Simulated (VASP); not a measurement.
The system is ZnS.

```
CELL_PARAMETERS angstrom
0.00000 2.68387 2.68387
2.68387 0.00000 2.68387
2.68387 2.68387 0.00000
ATOMIC_POSITIONS crystal
Zn 0.75000 0.75000 0.75000
S 0.00000 0.00000 0.00000
```

Base run:

* Program: VASP 6.6.1
* Functional: r2SCAN
* Potentials or basis: VASP PAW PBE potentials, release 64 (Zn, S)
* Cutoff: 520 eV
* k mesh: 9 × 9 × 9
* Occupations: fermi-dirac, width 0.05 eV
* Spin: no spin polarisation

Its results: band gap on the k mesh 2.77 eV, direct; pressure 0.9 GPa.

Task: After a change of settings the same cell gave: band gap on the k mesh 2.77 eV, direct; pressure 0.1 GPa. Which change was it?
A. further incar settings from ALGO = Normal; EDIFF = 1e-06; NBANDS = 16 to ALGO = Normal; EDIFF = 1e-07; NBANDS = 16; dispersion from none to D4
B. functional from r2SCAN to LDA; potentials or basis from VASP PAW PBE potentials, release 64 (Zn, S) to VASP PAW LDA potentials, release 64 (Zn, S)
C. functional from r2SCAN to PBEsol; further incar settings from ALGO = Normal; EDIFF = 1e-06; NBANDS = 16 to ALGO = Normal; EDIFF = 1e-07; NBANDS = 16
D. functional from r2SCAN to BLYP; dispersion from none to D3(BJ)

Result: A.

Caveats: the PAW data sets were made with another functional, which shifts forces and pressure a little.
